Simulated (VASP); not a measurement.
# W (R-3m) in VASP: a series of runs

W is run at these levels: PBE; tasks: single point.

Everything below comes from runs of VASP 6.6.1. Logs are shortened: lines on timing, memory, paths and dates and some standing lists are left out, and cuts for length are marked.

## Step 1: The cell of the first run

The structure is trigonal, space group R-3m (No. 166). Conventional cell: a = 4.431 Å, b = 4.431 Å, c = 2.796 Å, α = 90.00°, β = 90.00°, γ = 120.00°. Within 3.6 Å of W (site symmetry -3m) lie 14 W at 2.72 to 3.17 Å.

## Step 2: Single point, PBE

INCAR reads:

```
  ALGO = Normal
  EDIFF = 1E-6
  ENCUT = 520
  GGA = PE
  ISIF = 2
  ISMEAR = -1
  LASPH = True
  LCHARG = False
  LREAL = False
  LWAVE = False
  NBANDS = 13
  NELM = 100
  PREC = Accurate
  SIGMA = 0.1
```

KPOINTS reads:

```
k-points
0
Gamma
  15 15 15
```

POSCAR reads:

```
W
1.0
   -1.5506981000      1.5823450000      1.5823450000
    1.5823450000     -1.5506981000      1.5823450000
    1.5823450000      1.5823450000     -1.5506981000
W
1
Direct
    0.0000000000      0.0000000000      0.0000000000
```

Potentials or basis: VASP PAW PBE potentials, release 64 (W_sv).

Started as:

```
> cat potpaw_PBE.64/W_sv/POTCAR > POTCAR
> mpirun -np 1 vasp_std > vasp.out
```

OUTCAR:

```text
EDIFF = 1E-6
   ENCUT = 520
   GGA = PE
   ISIF = 2
   ISMEAR = -1
   LASPH = True
   LREAL = False
   NELM = 100
   PREC = Accurate

 ion  position               nearest neighbor table
   1  0.000  0.000  0.000-

  LATTYP: Found a trigonal (rhomboedric) cell.
 ALAT       =     2.7225532126
 COS(alpha) =    -0.3242805026

  Lattice vectors:

 A1 = (  -1.5506981000,   1.5823450000,   1.5823450000)
 A2 = (   1.5823450000,  -1.5506981000,   1.5823450000)
 A3 = (   1.5823450000,   1.5823450000,  -1.5506981000)

Analysis of symmetry for initial positions (statically):
=====================================================================
 Subroutine PRICEL returns:
 Original cell was already a primitive cell.

 Routine SETGRP: Setting up the symmetry group for a
 trigonal (rhombohedral) supercell.

 Subroutine GETGRP returns: Found 12 space group operations
 (whereof 12 operations were pure point group operations)
 out of a pool of 12 trial point group operations.

The static configuration has the point symmetry D_3d.

Analysis of symmetry for dynamics (positions and initial velocities):
=====================================================================
 Subroutine PRICEL returns:
 Original cell was already a primitive cell.

 Routine SETGRP: Setting up the symmetry group for a
 trigonal (rhombohedral) supercell.

 Subroutine GETGRP returns: Found 12 space group operations
 (whereof 12 operations were pure point group operations)
 out of a pool of 12 trial point group operations.

The dynamic configuration has the point symmetry D_3d.

 Subroutine INISYM returns: Found 12 space group operations
 (whereof 12 operations are pure point group operations),
 and found     1 'primitive' translations

----------------------------------------------------------------------------------------

                                     Primitive cell

  volume of cell :      15.8429

  direct lattice vectors                    reciprocal lattice vectors
    -1.550698100  1.582345000  1.582345000    -0.006258402  0.312920099  0.312920099
     1.582345000 -1.550698100  1.582345000     0.312920099 -0.006258402  0.312920099
     1.582345000  1.582345000 -1.550698100     0.312920099  0.312920099 -0.006258402

  length of vectors
     2.722553213  2.722553213  2.722553213     0.442580099  0.442580099  0.442580099

  position of ions in fractional coordinates (direct lattice)
[... 83 lines left out ...]
   ISIF   =      2    stress and relaxation
   ISYM   =      2    0-nonsym 1-usesym 2-fastsym
   POTIM  = 0.5000    time-step for ionic-motion
   TEBEG  =    0.0;   TEEND  =   0.0 temperature during run
   PSTRESS=    0.0 pullay stress
   NELECT =      14.0000    total number of electrons
   NUPDOWN=      -1.0000    fix difference up-down
   EMIN   =  10.00;   EMAX   =-10.00  energy-range for DOS
   EFERMI =   0.00;   METHOD = LEGACY
   ISMEAR =    -1;   SIGMA  =   0.10  broadening in eV -4-tet -1-fermi 0-gaus
   EFERMI_NEDOS =   21; number of points for ismear=-14 and -15
   IALGO  =     38    algorithm
   IMIX   =      4    mixing-type and parameters
     AMIX     =   0.40;   BMIX     =  1.00
     AMIX_MAG =   1.60;   BMIX_MAG =  1.00
  volume/ion in A,a.u.               =      15.84       106.91
  Fermi-wavevector in a.u.,A,eV,Ry     =   1.570988  2.968736 33.579215  2.468003
  Thomas-Fermi vector in A             =   2.672639
   LORBIT       =      0    0 simple, 1 ext, 2 COOP (PROOUT), +10 PAW based schemes
   GGA     = PE    functional components
   LHFCALC =     F    Hartree Fock is set to
   AEXX    =    0.0000 exact exchange contribution
   IVDW    =     0    specifies the selected vdW correction
   LEPSILON=     F    determine dielectric tensor
   LRPA    =     F    only Hartree local field effects (RPA)
 non-spin polarized calculation
  energy-cutoff  :      520.00
  volume of cell :       15.84
 maximum number of plane-waves:       438
   NGX = 11   NGY = 11   NGZ = 11

 number of electron      14.0000000 magnetization

 Free energy of the ion-electron system (eV)
  ---------------------------------------------------
  ext. energy  EPLUGINS =         0.00000000
  ---------------------------------------------------
  free energy    TOTEN  =       -12.94416900 eV

  energy without entropy =      -12.92846196  energy(sigma->0) =      -12.93631548

 E-fermi :  11.4272     XC(G=0): -13.6434

 val. band max:       11.3969379967   @ k =  -0.2667  -0.2667   0.2000
 cond. band min:      11.4347886368   @ k =  -0.3333   0.2667   0.2000
 fundamental gap:      0.0378506401
 Fermi energy:        11.4271598342

 k-point     1 :       0.0000    0.0000    0.0000
  band No.  band energies     occupation
      1     -62.7331      2.00000
      2     -26.3501      2.00000
      3     -26.2635      2.00000
      4     -26.2635      2.00000
      5       1.8128      2.00000
      6      10.0258      2.00000
      7      10.0258      2.00000
      8      10.5748      1.99960
      9      13.7408      0.00000
     10      13.7408      0.00000
     11      25.7930      0.00000
     12      25.7930      0.00000
     13      26.3428      0.00000
[... 354 lines left out ...]
  band No.  band energies     occupation
      1     -62.6557      2.00000
      2     -27.0455      2.00000
      3     -26.5426      2.00000
      4     -26.3427      2.00000
      5       4.8961      2.00000
      6       8.7164      2.00000
      7       9.0151      2.00000
      8      12.8732      0.00000
      9      14.1567      0.00000
     10      14.5344      0.00000
     11      26.1000      0.00000
     12      27.7160      0.00000
     13      30.3096      0.00000

 [... further k-points ...]

------------------------ aborting loop because EDIFF is reached ----------------------------------------

  FORCE on cell =-STRESS in cart. coord.  units (eV):
  Direction    XX          YY          ZZ          XY          YZ          ZX
  --------------------------------------------------------------------------------------
  -------------------------------------------------------------------------------------
  Total        0.6547041      0.6547041      0.6547041     -0.3020503     -0.3020503     -0.3020503
  in kB       66.2096894     66.2096894     66.2096894    -30.5460953    -30.5460953    -30.5460953
  external PRESSURE =      66.2096894 kB  Pullay stress =       0.0000000 kB

 VOLUME and BASIS-vectors are now :
 -----------------------------------------------------------------------------
  energy-cutoff  :      520.00
  volume of cell :       15.84
      direct lattice vectors                 reciprocal lattice vectors
    -1.550698100  1.582345000  1.582345000    -0.006258402  0.312920099  0.312920099
     1.582345000 -1.550698100  1.582345000     0.312920099 -0.006258402  0.312920099
     1.582345000  1.582345000 -1.550698100     0.312920099  0.312920099 -0.006258402

 POSITION                                       TOTAL-FORCE (eV/Angst)
 -----------------------------------------------------------------------------------
      0.00000      0.00000      0.00000        -0.000000      0.000000      0.000000
 -----------------------------------------------------------------------------------
    total drift:                                0.000000     -0.000000      0.000000

  FREE ENERGIE OF THE ION-ELECTRON SYSTEM (eV)
  ---------------------------------------------------
  free  energy   TOTEN  =       -12.9441690018 eV

  energy  without entropy=      -12.9284619567  energy(sigma->0) =      -12.93631548
```

Wall time 33 s (1 thread of Intel Xeon Platinum 8259CL at 2.50GHz (Skylake/Cascade Lake), shared host); peak memory 0.18 GiB.

Results:

```
Free energy            : -12.9442 eV
Pressure               : 6.6 GPa
Band gap on the k mesh : zero (bands 7 and 8 overlap by 5.31 eV)
```

Caveat: the cell stands under pressure; spin-orbit coupling is left out, which moves the levels of the heavy elements.

## Step 3: Single point, PBE

INCAR reads:

```
ALGO = Normal
EDIFF = 1E-6
ENCUT = 520
GGA = PE
ISIF = 2
ISMEAR = -1
LASPH = T
LCHARG = T
LELF = T
LREAL = F
LVHAR = T
LWAVE = F
NBANDS = 13
NELM = 60
PREC = Accurate
SIGMA = 0.1
```

KPOINTS is that of step 2.

POSCAR reads:

```
W
1.0
   -1.5348746500      1.5823450000      1.5823450000
    1.5823450000     -1.5348746500      1.5823450000
    1.5823450000      1.5823450000     -1.5348746500
W
1
Direct
    0.0000000000      0.0000000000      0.0000000000
```

Potentials or basis: VASP PAW PBE potentials, release 64 (W_sv).

Started as:

```
> cat potpaw_PBE.64/W_sv/POTCAR > POTCAR
> mpirun -np 1 vasp_std > vasp.out
```

OUTCAR:

```text
EDIFF = 1E-6
   ENCUT = 520
   GGA = PE
   ISIF = 2
   ISMEAR = -1
   LASPH = T
   LREAL = F
   NELM = 60
   PREC = Accurate

 ion  position               nearest neighbor table
   1  0.000  0.000  0.000-

  LATTYP: Found a trigonal (rhomboedric) cell.
 ALAT       =     2.7135717402
 COS(alpha) =    -0.3196300452

  Lattice vectors:

 A1 = (  -1.5348746500,   1.5823450000,   1.5823450000)
 A2 = (   1.5823450000,  -1.5348746500,   1.5823450000)
 A3 = (   1.5823450000,   1.5823450000,  -1.5348746500)

Analysis of symmetry for initial positions (statically):
=====================================================================
 Subroutine PRICEL returns:
 Original cell was already a primitive cell.

 Routine SETGRP: Setting up the symmetry group for a
 trigonal (rhombohedral) supercell.

 Subroutine GETGRP returns: Found 12 space group operations
 (whereof 12 operations were pure point group operations)
 out of a pool of 12 trial point group operations.

The static configuration has the point symmetry D_3d.

Analysis of symmetry for dynamics (positions and initial velocities):
=====================================================================
 Subroutine PRICEL returns:
 Original cell was already a primitive cell.

 Routine SETGRP: Setting up the symmetry group for a
 trigonal (rhombohedral) supercell.

 Subroutine GETGRP returns: Found 12 space group operations
 (whereof 12 operations were pure point group operations)
 out of a pool of 12 trial point group operations.

The dynamic configuration has the point symmetry D_3d.

 Subroutine INISYM returns: Found 12 space group operations
 (whereof 12 operations are pure point group operations),
 and found     1 'primitive' translations

----------------------------------------------------------------------------------------

                                     Primitive cell

  volume of cell :      15.8370

  direct lattice vectors                    reciprocal lattice vectors
    -1.534874650  1.582345000  1.582345000    -0.009343651  0.311455045  0.311455045
     1.582345000 -1.534874650  1.582345000     0.311455045 -0.009343651  0.311455045
     1.582345000  1.582345000 -1.534874650     0.311455045  0.311455045 -0.009343651

  length of vectors
     2.713571740  2.713571740  2.713571740     0.440563042  0.440563042  0.440563042

  position of ions in fractional coordinates (direct lattice)
     0.000000000  0.000000000  0.000000000

  ion indices of the primitive-cell ions
   primitive index   ion index
                 1           1

----------------------------------------------------------------------------------------

 KPOINTS: k-points

Automatic generation of k-mesh.
 Grid dimensions read from file:
 generate k-points for:   15   15   15

 Generating k-lattice:

  Cartesian coordinates                     Fractional coordinates (reciprocal lattice)
    -0.000622910  0.020763670  0.020763670     0.066666667  0.000000000  0.000000000
     0.020763670 -0.000622910  0.020763670     0.000000000  0.066666667  0.000000000
     0.020763670  0.020763670 -0.000622910    -0.000000000 -0.000000000  0.066666667

  Length of vectors
     0.029370869  0.029370869  0.029370869

  Shift w.r.t. Gamma in fractional coordinates (k-lattice)
     0.000000000  0.000000000  0.000000000

 Subroutine IBZKPT returns following result:
 ===========================================

 Found    344 irreducible k-points:

 Following reciprocal coordinates:
            Coordinates               Weight
  0.000000  0.000000  0.000000      1.000000
  0.066667 -0.000000 -0.000000      6.000000
  0.133333 -0.000000 -0.000000      6.000000
  0.200000 -0.000000 -0.000000      6.000000
  0.266667 -0.000000 -0.000000      6.000000
  0.333333 -0.000000 -0.000000      6.000000
[... 16 lines left out ...]
  0.133333  0.133333 -0.000000      6.000000
  0.200000  0.133333 -0.000000     12.000000
 [... further k-points ...]
   k-points           NKPTS =    344   k-points in BZ     NKDIM =    344   number of bands    NBANDS=     13
   number of dos      NEDOS =    301   number of ions     NIONS =      1
   total plane-waves  NPLWV =   8000
   dimension x,y,z NGX =    20 NGY =   20 NGZ =   20
   dimension x,y,z NGXF=    40 NGYF=   40 NGZF=   40
   ions per type =               1
   NGX,Y,Z   is equivalent  to a cutoff of  12.25, 12.25, 12.25 a.u.
   NGXF,Y,Z  is equivalent  to a cutoff of  24.51, 24.51, 24.51 a.u.
 SYSTEM =  unknown system
   PREC   = accura    normal or accurate (medium, high low for compatibility)
   ISTART =      0    job   : 0-new  1-cont  2-samecut
   ICHARG =      2    charge: 1-file 2-atom 10-const
   ISPIN  =      1    spin polarized calculation?
   LNONCOLLINEAR =      F non collinear calculations
   LSORBIT =      F    spin-orbit coupling
   LASPH  =      T    aspherical Exc in radial PAW
   ENCUT  =  520.0 eV  38.22 Ry    6.18 a.u.   5.05  5.05  5.05*2*pi/ulx,y,z
   NELM   =     60;   NELMIN=  2; NELMDL= -5     # of ELM steps
   EDIFF  = 0.1E-05   stopping-criterion for ELM
   LREAL  =      F    real-space projection
   EDIFFG = 0.1E-04   stopping-criterion for IOM
   NSW    =      0    number of steps for IOM
   IBRION =     -1    ionic relax: 0-MD 1-quasi-New 2-CG
   NFREE  =      0    steps in history (QN), initial steepest desc. (CG)
   ISIF   =      2    stress and relaxation
   ISYM   =      2    0-nonsym 1-usesym 2-fastsym
   POTIM  = 0.5000    time-step for ionic-motion
   TEBEG  =    0.0;   TEEND  =   0.0 temperature during run
   PSTRESS=    0.0 pullay stress
   NELECT =      14.0000    total number of electrons
   NUPDOWN=      -1.0000    fix difference up-down
   EMIN   =  10.00;   EMAX   =-10.00  energy-range for DOS
   EFERMI =   0.00;   METHOD = LEGACY
   ISMEAR =    -1;   SIGMA  =   0.10  broadening in eV -4-tet -1-fermi 0-gaus
   EFERMI_NEDOS =   21; number of points for ismear=-14 and -15
   IALGO  =     38    algorithm
   IMIX   =      4    mixing-type and parameters
     AMIX     =   0.40;   BMIX     =  1.00
     AMIX_MAG =   1.60;   BMIX_MAG =  1.00
  volume/ion in A,a.u.               =      15.84       106.87
  Fermi-wavevector in a.u.,A,eV,Ry     =   1.571182  2.969103 33.587508  2.468612
  Thomas-Fermi vector in A             =   2.672804
   LORBIT       =      0    0 simple, 1 ext, 2 COOP (PROOUT), +10 PAW based schemes
   GGA     = PE    functional components
   LHFCALC =     F    Hartree Fock is set to
   AEXX    =    0.0000 exact exchange contribution
   IVDW    =     0    specifies the selected vdW correction
   LEPSILON=     F    determine dielectric tensor
   LRPA    =     F    only Hartree local field effects (RPA)
 non-spin polarized calculation
  energy-cutoff  :      520.00
  volume of cell :       15.84
 maximum number of plane-waves:       442
   NGX = 11   NGY = 11   NGZ = 11

 number of electron      13.9999998 magnetization

 Free energy of the ion-electron system (eV)
  ---------------------------------------------------
  ext. energy  EPLUGINS =         0.00000000
  ---------------------------------------------------
  free energy    TOTEN  =       -12.93297484 eV

  energy without entropy =      -12.91630110  energy(sigma->0) =      -12.92463797

 E-fermi :  11.4377     XC(G=0): -13.6443

 val. band max:       11.4224289921   @ k =  -0.2667  -0.2667   0.2000
 cond. band min:      11.4459691369   @ k =  -0.2000   0.1333   0.1333
 fundamental gap:      0.0235401448
 Fermi energy:        11.4377440723

 k-point     1 :       0.0000    0.0000    0.0000
  band No.  band energies     occupation
      1     -62.7262      2.00000
      2     -26.3673      2.00000
      3     -26.2408      2.00000
      4     -26.2408      2.00000
      5       1.8177      2.00000
      6       9.9231      2.00000
      7       9.9231      2.00000
      8      10.7547      1.99784
      9      13.7789      0.00000
     10      13.7789      0.00000
     11      25.7165      0.00000
     12      25.7165      0.00000
     13      26.5383      0.00000
[... 353 lines left out ...]
 k-point    24 :       0.2000    0.1333   -0.0000
  band No.  band energies     occupation
      1     -62.6514      2.00000
      2     -27.0226      2.00000
      3     -26.5321      2.00000
      4     -26.3237      2.00000
      5       4.8649      2.00000
      6       8.6853      2.00000
      7       8.9866      2.00000
      8      12.9555      0.00000
      9      14.1620      0.00000
     10      14.6201      0.00000
     11      26.0683      0.00000
     12      27.6984      0.00000
     13      30.3942      0.00000

 [... further k-points ...]

------------------------ aborting loop because EDIFF is reached ----------------------------------------

  FORCE on cell =-STRESS in cart. coord.  units (eV):
  Direction    XX          YY          ZZ          XY          YZ          ZX
  --------------------------------------------------------------------------------------
  -------------------------------------------------------------------------------------
  Total        0.6904428      0.6904428      0.6904428     -0.4326655     -0.4326655     -0.4326655
  in kB       69.8497867     69.8497867     69.8497867    -43.7713195    -43.7713195    -43.7713195
  external PRESSURE =      69.8497867 kB  Pullay stress =       0.0000000 kB

 VOLUME and BASIS-vectors are now :
 -----------------------------------------------------------------------------
  energy-cutoff  :      520.00
  volume of cell :       15.84
      direct lattice vectors                 reciprocal lattice vectors
    -1.534874650  1.582345000  1.582345000    -0.009343651  0.311455045  0.311455045
     1.582345000 -1.534874650  1.582345000     0.311455045 -0.009343651  0.311455045
     1.582345000  1.582345000 -1.534874650     0.311455045  0.311455045 -0.009343651

 POSITION                                       TOTAL-FORCE (eV/Angst)
 -----------------------------------------------------------------------------------
      0.00000      0.00000      0.00000        -0.000000      0.000000      0.000000
 -----------------------------------------------------------------------------------
    total drift:                                0.000000     -0.000000      0.000000

  FREE ENERGIE OF THE ION-ELECTRON SYSTEM (eV)
  ---------------------------------------------------
  free  energy   TOTEN  =       -12.9329748396 eV

  energy  without entropy=      -12.9163011046  energy(sigma->0) =      -12.92463797
```

OSZICAR:

```text
N       E                     dE             d eps       ncg     rms          rms(c)
DAV:   1     0.852145822396E+02    0.85215E+02   -0.74984E+03  8965   0.123E+03
DAV:   2    -0.119078868101E+02   -0.97122E+02   -0.93359E+02 10024   0.318E+02
DAV:   3    -0.135402569391E+02   -0.16324E+01   -0.16251E+01  9884   0.399E+01
DAV:   4    -0.135469300224E+02   -0.66731E-02   -0.66729E-02  9814   0.280E+00
DAV:   5    -0.135469845912E+02   -0.54569E-04   -0.54568E-04 10054   0.240E-01    0.210E+01
DAV:   6    -0.130642628092E+02    0.48272E+00   -0.40069E-01  9299   0.851E+00    0.847E+00
DAV:   7    -0.129369706793E+02    0.12729E+00   -0.21306E-01  9929   0.590E+00    0.628E-01
DAV:   8    -0.129329942117E+02    0.39765E-02   -0.43680E-03  9114   0.862E-01    0.725E-02
DAV:   9    -0.129329814610E+02    0.12751E-04   -0.89937E-05 10387   0.118E-01    0.463E-02
DAV:  10    -0.129329745811E+02    0.68799E-05   -0.14010E-05  9679   0.515E-02    0.191E-03
DAV:  11    -0.129329748396E+02   -0.25849E-06   -0.29097E-07  6277   0.653E-03
   1 F= -.12932975E+02 E0= -.12924638E+02  d E =-.166737E-01
```

Run time: 35 s. Hardware: 1 thread of Intel Xeon Platinum 8259CL at 2.50GHz (Skylake/Cascade Lake), shared host; peak memory 0.18 GiB.

What came out:

```
Free energy            : -12.9330 eV
Pressure               : 7.0 GPa
Band gap on the k mesh : zero (bands 7 and 8 overlap by 5.08 eV)
```

Levels at points of the mesh, in eV from the Fermi level:
```
           k point  band 3  band 4  band 5  band 6  band 7  band 8  band 9  band 10  band 11  band 12
(0.00, 0.00, 0.00)  -37.68  -37.68   -9.62   -1.51   -1.51   -0.68    2.34     2.34    14.28    14.28
```

Caveat: the cell stands under pressure; spin-orbit coupling is left out, which moves the levels of the heavy elements.

The gap in the log of VASP goes by the Fermi energy; the results here count the filled bands.